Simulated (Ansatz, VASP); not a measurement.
Zn: VASP beside Ansatz

```
CELL_PARAMETERS angstrom
-0.93063 1.62277 1.62277
1.62277 -0.93063 1.62277
1.62277 1.62277 -0.93063
ATOMIC_POSITIONS crystal
Zn 0.00000 0.00000 0.00000
```

Alike in both runs: task single point; functional PBEsol; k mesh 22 × 22 × 22; occupations gaussian, width 0.15 eV; no spin polarisation.

|  | VASP | Ansatz |
| --- | --- | --- |
| version | VASP 6.6.1 | Ansatz 0.2.0 |
| potentials or method | VASP PAW PBE potentials, release 64 (Zn), cutoff 520 eV | scalar-relativistic, plane waves, PAW |
| valence electrons in the cell | 12 | 12 |

|  | VASP | Ansatz | Ansatz less VASP |
| --- | --- | --- | --- |
| gap on the k mesh at the Fermi level (eV) | none | none | - |
| pressure (GPa) | 9.0 | 8.5 | -0.54 |
| traceless stress, the component that is largest in VASP (GPa) | -1.53 | -1.50 | +0.024 |

VASP's potentials were made for PBE, not for PBEsol. A gap of «none» marks a metal or a gap that the smearing closes.
